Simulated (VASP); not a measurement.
A run of VASP 6.6.1:

File POSCAR:

```
Cd
1.0
    2.9720850000      0.0000000000      0.0000000000
   -1.4860430000      2.5739010000      0.0000000000
    0.0000000000      0.0000000000      5.4596800000
Cd
2
Direct
    0.3333330000      0.6666670000      0.2500000000
    0.6666670000      0.3333330000      0.7500000000
```

INCAR.step1

```
SYSTEM = Cd
ALGO = Normal
EDIFF = 1E-4
ENCUT = 520
GGA = PE
ISMEAR = -1
LASPH = .True.
LCHARG = .False.
LREAL = .False.
LWAVE = .True.
NBANDS = 19
NELM = 100
PREC = Accurate
SIGMA = 0.05
```

The input INCAR.step2:

```
SYSTEM = Cd
ALGO = Normal
EDIFF = 1E-7
ENCUT = 520
ISIF = 2
ISMEAR = -1
ISTART = 1
LASPH = .True.
LCHARG = .False.
LMIXTAU = .True.
LREAL = .False.
LWAVE = .False.
METAGGA = R2SCAN
NBANDS = 19
NELM = 100
PREC = Accurate
SIGMA = 0.05
```

File KPOINTS:

```
k-points
0
Gamma
  12 12 6
  0 0 0
```

Potentials or basis: VASP PAW PBE potentials, release 64 (Cd).

Run with:

```bash
$ cat potpaw_PBE.64/Cd/POTCAR > POTCAR
$ cp INCAR.step1 INCAR
$ mpirun -np 1 vasp_std > vasp.out
$ cp INCAR.step2 INCAR
$ mpirun -np 1 vasp_std > vasp.out
```

Hardware: 1 thread of Intel Xeon 8259CL, with other jobs on the host.

Estimate the wall time of this run.

It took 3.3 min on 1 thread of Intel Xeon 8259CL (shared host), peak memory 0.2 GiB. Counts: k points 76.
